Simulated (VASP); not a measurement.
Input of a VASP 6.6.1 run:

INCAR

```
PREC = Accurate
ENCUT = 520
EDIFF = 1E-7
ISMEAR = -1
SIGMA = 0.05
LREAL = False
LASPH = True
NELM = 80
ALGO = Normal
ISIF = 2
LWAVE = False
LCHARG = True
GGA = CA
LELF = True
LVHAR = True
NBANDS = 18
```

Contents of KPOINTS:

```
regular mesh
0
Gamma
  13 13 7
```

Contents of POSCAR:

```
La
1.0
    3.5777324938      0.0000000000      0.0000000000
   -1.7888662469      3.0984072276      0.0000000000
    0.0000000000      0.0000000000      5.9018088352
La
2
Direct
    0.3333333333      0.6666666667      0.2500000000
    0.6666666667      0.3333333333      0.7500000000
```

Potentials or basis: VASP PAW LDA potentials, release 64 (La).

The run is started by

```sh
$ cat potpaw_LDA.64/La/POTCAR > POTCAR
$ mpirun -np 1 vasp_std > vasp.out
```

(1) What does it give for the pressure?

(2) Predict the band gap on the k mesh.

## Answers

(1) -0.1 GPa.

(2) zero (band 11 reaches 9.91 eV, above the bottom of band 12 at 8.49 eV).

Caveat: spin-orbit coupling is left out, which moves the levels of the heavy elements.
